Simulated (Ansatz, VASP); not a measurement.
## Tl: VASP beside Ansatz

The input INCAR:

```
ALGO = Fast
EDIFF = 1E-6
ENCUT = 520
GGA = PE
ISIF = 2
ISMEAR = -1
LASPH = T
LCHARG = T
LELF = T
LREAL = F
LVHAR = T
LWAVE = F
NBANDS = 20
NELM = 100
PREC = Accurate
SIGMA = 0.05
```

Contents of KPOINTS:

```
k-points
0
Gamma
  9 9 5
```

POSCAR

```
Tl
1.0
    3.4560000000      0.0000000000      0.0000000000
   -1.7280000000      2.9929837955      0.0000000000
    0.0000000000      0.0000000000      5.5250000000
Tl
2
Direct
    0.6674960000      0.3196380000      0.7412520000
    0.3290320000      0.6627540000      0.2428710000
```

File input.yaml:

```yaml
crystal:
  lattice:
    - [3.456, 0.0, 0.0]
    - [-1.728, 2.9929837955, 0.0]
    - [0.0, 0.0, 5.525]
  atoms:
    - { symbol: Tl, position: [0.667496, 0.319638, 0.741252] }
    - { symbol: Tl, position: [0.329032, 0.662754, 0.242871] }
kpoints:
  mp_grid: { grid: [9, 9, 5] }
scf:
  occupations: { method: fermi_dirac, width: 0.05 }
hamiltonian:
  xc: pbe
  pseudopotentials: { kind: all_electron, lapw: { basis_error: 0.001 } }
output:
  forces: true
  stress: true
  eigenvalues: true
  populations: true
```

Change from the starting cell: atoms moved at random, drawn with an rms of 0.05 Å.

Alike in both runs: task single point; functional PBE; k mesh 9 × 9 × 5; occupations fermi-dirac, width 0.05 eV; no spin polarisation.

|  | VASP | Ansatz |
| --- | --- | --- |
| version | VASP 6.6.1 | Ansatz 0.2.0 |
| potentials or method | VASP PAW PBE potentials, release 64 (Tl_d), cutoff 520 eV | all-electron LAPW, scalar-relativistic |

|  | VASP | Ansatz | Ansatz less VASP |
| --- | --- | --- | --- |
| gap on the k mesh at the Fermi level (eV) | none | none | - |
| pressure (GPa) | 3.4 | 3.4 | +0.07 |
| traceless stress, the component that is largest in VASP (GPa) | 0.92 | 0.92 | +0.006 |
| rms of the force components (eV/Å) | 0.018 | 0.018 | -0.0001 |

Atom by atom the forces differ by 0.000 eV/Å (rms over components). A gap of «none» marks a metal or a gap that the smearing closes. Ansatz ran all-electron here, and VASP with PAW potentials.

Spin-orbit coupling is off throughout.
